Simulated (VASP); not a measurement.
Wanted: the native input for a VASP 6.6.1 run.

```yaml
Task: single point
Functional: PBEsol
Potentials_or_basis: VASP PAW PBE potentials, release 64 (Cr_pv)
Cutoff: 520 eV
k_mesh: 15 × 15 × 15
Occupations: fermi-dirac, width 0.1 eV
Spin: no spin polarisation
Dipole_correction: no
Further_INCAR_settings: ALGO = Normal; EDIFF = 1e-06; NBANDS = 12
```

The structure of Cr lies in POSCAR:

```
Cr
1.0
    2.2757918341      0.0000000000      0.0000000000
    0.0000000000      2.2757918341      0.0000000000
    0.0000000000      0.0000000000      2.2757918341
Cr
1
Direct
    0.0000000000      0.0000000000      0.0000000000
```

This cell differs from its parent crystal: volume scaled by 0.96.

These files were run (other wordings do the same):

INCAR

```
SYSTEM = Cr
  ALGO = Normal
  EDIFF = 1E-6
  ENCUT = 520
  GGA = PS
  ISIF = 2
  ISMEAR = -1
  LASPH = .True.
  LCHARG = .False.
  LREAL = .False.
  LWAVE = .False.
  NBANDS = 12
  NELM = 60
  PREC = Accurate
  SIGMA = 0.1
```

KPOINTS

```
k-points
0
Gamma
  15 15 15
  0 0 0
```

Potentials or basis: VASP PAW PBE potentials, release 64 (Cr_pv).

Launch:

```bash
$ cat potpaw_PBE.64/Cr_pv/POTCAR > POTCAR
$ mpirun -np 1 vasp_std > vasp.out
```

It gave:

```
Pressure               : 9.8 GPa
Band gap on the k mesh : zero (band 6 reaches 11.72 eV, above the bottom of band 7 at 9.83 eV)
```

Caveat: the PAW data sets were made with another functional, which shifts forces and pressure a little; the run has no spin polarisation, though such a crystal can be magnetic.

Wall time 6.6 s on 1 thread of Intel Xeon 6975P-C, on a shared host, peak memory 0.13 GiB.
